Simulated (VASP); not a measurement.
# TaC (Fm-3m) in VASP: further runs

Runs on TaC. Level: PBEsol. Tasks: elastic constants.

Everything below comes from runs of VASP 6.6.1. Logs are shortened: lines on timing, memory, paths and dates and some standing lists are left out, and cuts for length are marked.

## 1. The cell of the first run

Symmetry: Fm-3m, No. 225, cubic system. The conventional cell has a = 4.440 Å, b = 4.440 Å, c = 4.440 Å, α = 90.00°, β = 90.00°, γ = 90.00°. Within 2.9 Å of Ta (site symmetry m-3m) lie 6 C at 2.22 Å. C (site symmetry m-3m) has 6 Ta at 2.22 Å within 2.9 Å.

## 2. Elastic constants, PBEsol

File INCAR:

```
ALGO     = Normal         # electronic algorithm
EDIFF    = 1E-8           # SCF threshold, eV
ENCUT    = 600            # plane-wave cutoff, eV
GGA      = PS             # functional
GGA_COMPAT= F            
IBRION   = 6              # ionic algorithm
ISIF     = 3              # what is computed and relaxed
ISMEAR   = -1             # smearing method
LASPH    = T              # aspherical terms in the spheres
LCHARG   = F              # write CHGCAR
LREAL    = F              # projectors in reciprocal space
LWAVE    = F              # write WAVECAR
NBANDS   = 14             # bands
NELM     = 120            # most SCF steps
NFREE    = 2            
NSW      = 1              # ionic steps
POTIM    = 0.015          # step
PREC     = Accurate       # precision mode
SIGMA    = 0.08           # smearing width, eV
```

File KPOINTS:

```
k-points
0
Gamma
  18 18 18
```

File POSCAR:

```
TaC
1.0
    0.0000000000      2.2200892802      2.2200892802
    2.2200892802      0.0000000000      2.2200892802
    2.2200892802      2.2200892802      0.0000000000
Ta C
1 1
Direct
    0.0000000000      0.0000000000      0.0000000000
    0.5000000000      0.5000000000      0.5000000000
```

Potentials or basis: VASP PAW PBE potentials, release 64 (Ta_pv, C).

Run with:

```
> cat potpaw_PBE.64/Ta_pv/POTCAR potpaw_PBE.64/C/POTCAR > POTCAR
> mpirun -np 1 vasp_std > vasp.out
```

OUTCAR:

```text
EDIFF = 1E-8
   ENCUT = 600
   GGA = PS
   IBRION = 6
   ISIF = 3
   ISMEAR = -1
   LASPH = T
   LREAL = F
   NELM = 120
   NFREE = 2
   NSW = 1
   POTIM = 0.015
   PREC = Accurate

 ion  position               nearest neighbor table
   1  0.000  0.000  0.000-   2 2.22   2 2.22   2 2.22   2 2.22   2 2.22   2 2.22
   2  0.500  0.500  0.500-   1 2.22   1 2.22   1 2.22   1 2.22   1 2.22   1 2.22

  LATTYP: Found a face centered cubic cell.
 ALAT       =     4.4401785604

  Lattice vectors:

 A1 = (   0.0000000000,   2.2200892802,   2.2200892802)
 A2 = (   2.2200892802,   0.0000000000,   2.2200892802)
 A3 = (   2.2200892802,   2.2200892802,   0.0000000000)

Analysis of symmetry for initial positions (statically):
=====================================================================
 Subroutine PRICEL returns:
 Original cell was already a primitive cell.

 Routine SETGRP: Setting up the symmetry group for a
 face centered cubic supercell.

 Subroutine GETGRP returns: Found 48 space group operations
 (whereof 48 operations were pure point group operations)
 out of a pool of 48 trial point group operations.

The static configuration has the point symmetry O_h .

Analysis of symmetry for dynamics (positions and initial velocities):
=====================================================================
 Subroutine PRICEL returns:
 Original cell was already a primitive cell.

 Routine SETGRP: Setting up the symmetry group for a
 face centered cubic supercell.

 Subroutine GETGRP returns: Found 48 space group operations
 (whereof 48 operations were pure point group operations)
 out of a pool of 48 trial point group operations.

The dynamic configuration has the point symmetry O_h .

 Subroutine INISYM returns: Found 48 space group operations
 (whereof 48 operations are pure point group operations),
 and found     1 'primitive' translations

----------------------------------------------------------------------------------------

                                     Primitive cell

  volume of cell :      21.8847

  direct lattice vectors                    reciprocal lattice vectors
     0.000000000  2.220089280  2.220089280    -0.225216168  0.225216168  0.225216168
     2.220089280  0.000000000  2.220089280     0.225216168 -0.225216168  0.225216168
     2.220089280  2.220089280  0.000000000     0.225216168  0.225216168 -0.225216168

  length of vectors
     3.139680370  3.139680370  3.139680370     0.390085845  0.390085845  0.390085845

  position of ions in fractional coordinates (direct lattice)
     0.000000000  0.000000000  0.000000000
     0.500000000  0.500000000  0.500000000

  ion indices of the primitive-cell ions
   primitive index   ion index
                 1           1
                 2           2

----------------------------------------------------------------------------------------

 KPOINTS: k-points

Automatic generation of k-mesh.
 Grid dimensions read from file:
 generate k-points for:   18   18   18

 Generating k-lattice:

  Cartesian coordinates                     Fractional coordinates (reciprocal lattice)
    -0.012512009  0.012512009  0.012512009     0.055555556  0.000000000  0.000000000
[... 111 lines left out ...]

  FORCE on cell =-STRESS in cart. coord.  units (eV):
  Direction    XX          YY          ZZ          XY          YZ          ZX
  --------------------------------------------------------------------------------------
  -------------------------------------------------------------------------------------
  Total        0.1034411      0.1034411      0.1034411      0.0000000     -0.0000000      0.0000000
  in kB        7.5729055      7.5729055      7.5729055      0.0000000     -0.0000000      0.0000000
  external PRESSURE =       7.5729055 kB  Pullay stress =       0.0000000 kB
[... 89 lines left out ...]
  FREE ENERGIE OF THE ION-ELECTRON SYSTEM (eV)
  ---------------------------------------------------
  free  energy   TOTEN  =       -23.5140230684 eV

  energy  without entropy=      -23.4991185692  energy(sigma->0) =      -23.50657082

[... ionic steps 4 to 14 ...]

--------------------------------------- Ionic step       15  -------------------------------------------

 number of electron      15.0000000 magnetization

------------------------ aborting loop because EDIFF is reached ----------------------------------------
[... 67 lines left out ...]
--------------------------------------- Ionic step       17  -------------------------------------------

 number of electron      14.9999999 magnetization

 Free energy of the ion-electron system (eV)
  ---------------------------------------------------
  ext. energy  EPLUGINS =         0.00000000
  ---------------------------------------------------
  free energy    TOTEN  =       -23.52651333 eV

  energy without entropy =      -23.51084154  energy(sigma->0) =      -23.51867743

 E-fermi :   8.3319     XC(G=0): -13.3786

 val. band max:        8.3259666962   @ k =   0.2222   0.1111   0.4444
 cond. band min:       8.3482908687   @ k =   0.0556   0.0556   0.0000
 fundamental gap:      0.0223241725
 Fermi energy:         8.3318578924

 k-point     1 :       0.0000    0.0000    0.0000
  band No.  band energies     occupation
      1     -26.6210      2.00000
      2     -26.6207      2.00000
      3     -26.6207      2.00000
      4      -6.5154      2.00000
      5       6.9536      2.00000
      6       6.9536      2.00000
      7       6.9660      2.00000
      8       7.8795      1.99302
      9       7.9121      1.98952
     10       7.9121      1.98952
     11       8.9937      0.00051
     12       9.0153      0.00039
     13      15.0699      0.00000
     14      18.3622      0.00000
[... 377 lines left out ...]
      1     -26.9876      2.00000
      2     -26.6846      2.00000
      3     -26.6485      2.00000
      4      -4.9248      2.00000
      5       3.1508      2.00000
      6       4.1324      2.00000
      7       4.4287      2.00000
      8       8.3229      1.05609
      9       8.9681      0.00070
     10       9.6650      0.00000
     11      13.1993      0.00000
     12      14.7494      0.00000
     13      17.1195      0.00000
     14      21.3073      0.00000

 [... further k-points ...]

------------------------ aborting loop because EDIFF is reached ----------------------------------------

  FORCE on cell =-STRESS in cart. coord.  units (eV):
  Direction    XX          YY          ZZ          XY          YZ          ZX
  --------------------------------------------------------------------------------------
  -------------------------------------------------------------------------------------
  Total        0.1183376      0.1031384      0.1031384     -0.0000000     -0.0000000      0.0000000
  in kB        8.6634710      7.5507430      7.5507430     -0.0000000     -0.0000000      0.0000000
  external PRESSURE =       7.9216523 kB  Pullay stress =       0.0000000 kB
[... 17 lines left out ...]
  FREE ENERGIE OF THE ION-ELECTRON SYSTEM (eV)
  ---------------------------------------------------
  free  energy   TOTEN  =       -23.5265133276 eV

  energy  without entropy=      -23.5108415416  energy(sigma->0) =      -23.51867743

 INTERNAL STRAIN TENSORS FROM STRAINED CELLS
 ============================================

 INTERNAL STRAIN TENSOR FOR ION    1 for displacements in x,y,z  (eV/Angst):
          X           Y           Z          XY          YZ          ZX
  --------------------------------------------------------------------------------
  x     0.00000    -0.00000    -0.00000     0.00000     0.00000     0.00000
  y    -0.00000     0.00000     0.00000     0.00000    -0.00000     0.00000
  z     0.00000     0.00000     0.00000     0.00000    -0.00000     0.00000

 INTERNAL STRAIN TENSORS FROM DISPLACED ATOMS
 ============================================

 INTERNAL STRAIN TENSOR FOR ION    1 for displacements in x,y,z  (eV/Angst):
          X           Y           Z          XY          YZ          ZX
  --------------------------------------------------------------------------------
  x     0.00000     0.00000     0.00000     0.00000     0.00000     0.00000
  y     0.00000     0.00000     0.00000     0.00000     0.00000     0.00000
  z     0.00000     0.00000     0.00000     0.00000     0.00000     0.00000

 INTERNAL STRAIN TENSOR FOR ION    2 for displacements in x,y,z  (eV/Angst):
          X           Y           Z          XY          YZ          ZX
  --------------------------------------------------------------------------------
  x     0.00000     0.00000     0.00000     0.00000     0.00000     0.00000
  y     0.00000     0.00000     0.00000     0.00000     0.00000     0.00000
  z     0.00000     0.00000     0.00000     0.00000     0.00000     0.00000

 Eigenvectors and eigenvalues of the dynamical matrix
 ----------------------------------------------------

   1 f  =   16.866011 THz   105.972271 2PiTHz  562.589561 cm-1    69.752184 meV
             X         Y         Z           dx          dy          dz
      0.000000  0.000000  0.000000     0.176412    0.176412    0.000000
      2.220089  2.220089  2.220089    -0.684747   -0.684747   -0.000000
[... 21 lines left out ...]
   6 f/i=    0.000146 THz     0.000919 2PiTHz    0.004879 cm-1     0.000605 meV
             X         Y         Z           dx          dy          dz
      0.000000  0.000000  0.000000    -0.111480    0.155929   -0.949219
      2.220089  2.220089  2.220089    -0.028721    0.040172   -0.244548

--------------------------------------------------------------------------------------------------------

 ELASTIC MODULI CONTR FROM IONIC RELAXATION (kBar)
 Direction    XX          YY          ZZ          XY          YZ          ZX
 --------------------------------------------------------------------------------
 XX           0.0000      0.0000      0.0000      0.0000      0.0000      0.0000
 YY           0.0000      0.0000      0.0000      0.0000      0.0000      0.0000
 ZZ           0.0000      0.0000      0.0000      0.0000      0.0000      0.0000
 XY           0.0000      0.0000      0.0000      0.0000      0.0000      0.0000
 YZ           0.0000      0.0000      0.0000      0.0000      0.0000      0.0000
 ZX           0.0000      0.0000      0.0000      0.0000      0.0000      0.0000
 --------------------------------------------------------------------------------

 TOTAL ELASTIC MODULI (kBar)
 Direction    XX          YY          ZZ          XY          YZ          ZX
 --------------------------------------------------------------------------------
 XX        7701.1079   1360.4797   1360.4797      0.0000     -0.0000      0.0000
 YY        1360.4797   7701.1079   1360.4797     -0.0000      0.0000     -0.0000
 ZZ        1360.4797   1360.4797   7701.1079      0.0000     -0.0000     -0.0000
 XY           0.0000     -0.0000      0.0000   1744.1026     -0.0000      0.0000
 YZ          -0.0000      0.0000     -0.0000     -0.0000   1744.1026      0.0000
 ZX           0.0000     -0.0000     -0.0000      0.0000      0.0000   1744.1026
 --------------------------------------------------------------------------------
```

It took 37 min on 1 thread of Intel Xeon Platinum 8488C (Sapphire Rapids), shared host; peak memory 1 GiB.

What came out:

```
Elastic constants C11, C12, C44 : 770, 136, 174 GPa
Voigt bulk modulus              : 347 GPa
Highest phonon frequency at Γ   : 563 cm⁻¹
```

Phonon frequencies in cm⁻¹ (negative: imaginary):
| q point | frequencies |
| --- | --- |
| (0.000, 0.000, 0.000) | 0 0 0 563 563 563 |

Elastic tensor in Voigt notation (GPa, in the Cartesian axes of the cell as first typed):
```
770 136 136   0   0   0
136 770 136   0   0   0
136 136 770   0   0   0
  0   0   0 174   0   0
  0   0   0   0 174   0
  0   0   0   0   0 174
```

Clamped-ion elastic tensor (GPa):
```
770 136 136   0   0   0
136 770 136   0   0   0
136 136 770   0   0   0
  0   0   0 174   0   0
  0   0   0   0 174   0
  0   0   0   0   0 174
```

Caveat: the PAW data sets were made with another functional, which shifts forces and pressure a little; spin-orbit coupling is left out, which moves the levels of the heavy elements.

[end of part 1 of 2]
